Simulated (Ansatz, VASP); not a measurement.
**Ta in VASP and in Ansatz**

```xyz
1
Lattice="-1.6513 1.6513 1.4655 1.6513 -1.6513 1.4655 1.6513 1.6513 -1.4655" Properties=species:S:1:pos:R:3 pbc="T T T"
Ta    0.0000    0.0000    0.0000
```

Change from the starting cell: strain -0.1125 x Voigt [0, 0, 1, 0, 0, 0], atoms carried along.

Alike in both runs: task single point; functional r2SCAN; k mesh 20 × 20 × 20; occupations gaussian, width 0.15 eV; no spin polarisation.

|  | VASP | Ansatz |
| --- | --- | --- |
| version | VASP 6.6.1 | Ansatz 0.2.0 |
| potentials or method | VASP PAW PBE potentials, release 64 (Ta_pv), cutoff 520 eV | scalar-relativistic, plane waves, PAW |
| valence electrons in the cell | 11 | 13 |

```csv
,VASP,Ansatz,Ansatz less VASP
gap on the k mesh at the Fermi level (eV),none,none,-
pressure (GPa),33.2,32.1,-1.12
"traceless stress, the component that is largest in VASP (GPa)",9.49,9.56,+0.076
```

VASP's potentials were made for PBE, not for r2SCAN. A gap of «none» marks a metal or a gap that the smearing closes. Both programs put the cell under a high pressure, so it lies far from rest at this level. VASP's potentials hold 11 valence electrons a cell and Ansatz's 13, so a difference there can come from the potentials and not from the codes.

Neither program's run includes spin-orbit coupling.
